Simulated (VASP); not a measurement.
A run of VASP 6.6.1:

Contents of POSCAR:

```
Sc3In
1.0
    4.4622226544      0.0000000000      0.0000000000
    0.0000000000      4.4622226544      0.0000000000
    0.0000000000      0.0000000000      4.4622226544
In Sc
1 3
Direct
    0.0000000000      0.0000000000      0.0000000000
    0.0000000000      0.5000000000      0.5000000000
    0.5000000000      0.0000000000      0.5000000000
    0.5000000000      0.5000000000      0.0000000000
```

File INCAR.step1:

```
SYSTEM = Sc3In
PREC = Accurate
ENCUT = 520
EDIFF = 1E-7
ISMEAR = -1
SIGMA = 0.05
LREAL = .FALSE.
LASPH = .TRUE.
NELM = 80
ALGO = Normal
ISIF = 2
LWAVE = .FALSE.
LCHARG = .TRUE.
LMAXMIX = 4
GGA = PS
NBANDS = 31
```

The input KPOINTS.step1:

```
regular mesh
0
G
  8 8 8
  0 0 0
```

INCAR.step2

```
SYSTEM = Sc3In
PREC = Accurate
ENCUT = 520
EDIFF = 1E-7
ISMEAR = -5
SIGMA = 0.05
LREAL = .FALSE.
LASPH = .TRUE.
NELM = 80
ALGO = Normal
ISIF = 2
LWAVE = .FALSE.
LCHARG = .FALSE.
LMAXMIX = 4
GGA = PS
LORBIT = 11
NBANDS = 31
NEDOS = 2001
ICHARG = 11
```

Contents of KPOINTS.step2:

```
regular mesh
0
G
  12 12 12
  0 0 0
```

Potentials or basis: VASP PAW PBE potentials, release 64 (In_d, Sc_sv).

Command:

```sh
$ cat potpaw_PBE.64/In_d/POTCAR potpaw_PBE.64/Sc_sv/POTCAR > POTCAR
$ cp INCAR.step1 INCAR
$ cp KPOINTS.step1 KPOINTS
$ mpirun -np 1 vasp_std > vasp.out
$ cp INCAR.step2 INCAR
$ cp KPOINTS.step2 KPOINTS
$ mpirun -np 1 vasp_std > vasp.out
```

Hardware: 1 thread of Intel(R) Xeon(R) 6975P-C (Granite Rapids) (shared host).

Estimate the wall time of this run.

It took 2.1 min on 1 thread of Intel(R) Xeon(R) 6975P-C (Granite Rapids) (shared host), peak memory 0.33 GiB. Counts: k points 84.
